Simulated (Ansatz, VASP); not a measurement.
Two plane-wave programs on Al3Cu

```
Al Cu
1.0
     3.56229    0.00000    0.00000
     0.00000    3.56229    0.00000
     0.00000    0.00000    4.27332
Al Cu
3 1
Direct
  0.00000 0.50000 0.50000
  0.50000 0.00000 0.50000
  0.50000 0.50000 0.00000
  0.00000 0.00000 0.00000
```

Alike in both runs: task single point; functional LDA; k mesh 12 × 12 × 12; occupations gaussian, width 0.15 eV; no spin polarisation.

|  | VASP | Ansatz |
| --- | --- | --- |
| version | VASP 6.6.1 | Ansatz 0.2.0 |
| potentials or method | VASP PAW LDA potentials, release 64 (Al, Cu), cutoff 520 eV | scalar-relativistic, plane waves, PAW |
| valence electrons in the cell | 20 | 28 |

|  | VASP | Ansatz | Ansatz less VASP |
| --- | --- | --- | --- |
| gap on the k mesh at the Fermi level (eV) | none | none | - |
| pressure (GPa) | 9.5 | 9.2 | -0.32 |
| traceless stress, the component that is largest in VASP (GPa) | -14.54 | -14.50 | +0.039 |

Ansatz warns that its potentials were made for another functional, while VASP's fit it. LDA's correlation is that of Perdew and Zunger in VASP and of Perdew and Wang (1992) in Ansatz. A gap of «none» marks a metal or a gap that the smearing closes. VASP's potentials hold 20 valence electrons a cell and Ansatz's 28, so a difference there can come from the potentials and not from the codes.
